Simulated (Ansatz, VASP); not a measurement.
Pt in VASP and in Ansatz

Contents of INCAR:

```
PREC = Accurate
ENCUT = 520
EDIFF = 1E-7
ISMEAR = -1
SIGMA = 0.05
LREAL = False
LASPH = True
NELM = 100
ALGO = Normal
ISIF = 2
LWAVE = False
LCHARG = False
GGA = PE
NBANDS = 17
```

The input KPOINTS:

```
Automatic mesh
0
Gamma
  15 15 8
```

The input POSCAR:

```
Pt
1.0
    2.4722440723      0.0000000000      0.0000000000
   -1.2361220362      2.1410261709      0.0000000000
    0.0000000000      0.0000000000      4.1685888538
Pt
2
Direct
    0.3333333333      0.6666666667      0.2500000000
    0.6666666667      0.3333333333      0.7500000000
```

Input for Ansatz:

```yaml
crystal:
  lattice:
    - [2.4722440723, 0.0, 0.0]
    - [-1.2361220362, 2.1410261709, 0.0]
    - [0.0, 0.0, 4.1685888538]
  atoms:
    - { symbol: Pt, position: [0.3333333333, 0.6666666667, 0.25] }
    - { symbol: Pt, position: [0.6666666667, 0.3333333333, 0.75] }
kpoints:
  mp_grid: { grid: [15, 15, 8] }
scf:
  occupations: { method: fermi_dirac, width: 0.05 }
hamiltonian:
  xc: pbe
  pseudopotentials: { kind: nc }
output:
  forces: true
  stress: true
  eigenvalues: true
```

Change from the starting cell: volume scaled by 0.7, norm-conserving files.

Alike in both runs: task single point; functional PBE; k mesh 15 × 15 × 8; occupations fermi-dirac, width 0.05 eV; no spin polarisation.

```csv
,VASP,Ansatz
version,VASP 6.6.1,Ansatz 0.2.0
potentials or method,"VASP PAW PBE potentials, release 64 (Pt)","norm-conserving pseudopotentials, scalar-relativistic"
plane-wave cutoff (eV),520,1143
valence electrons in the cell,20,36
```

|  | VASP | Ansatz | Ansatz less VASP |
| --- | --- | --- | --- |
| pressure (GPa) | 221.8 | 221.4 | -0.33 |
| traceless stress, the component that is largest in VASP (GPa) | -0.03 | -0.18 | -0.151 |

Both programs put the cell under a high pressure, so it lies far from rest at this level. VASP's potentials hold 20 valence electrons a cell and Ansatz's 36, so a difference there can come from the potentials and not from the codes.

Spin-orbit coupling is off throughout. Noted on VASP's run: the cell as given lies far from equilibrium.
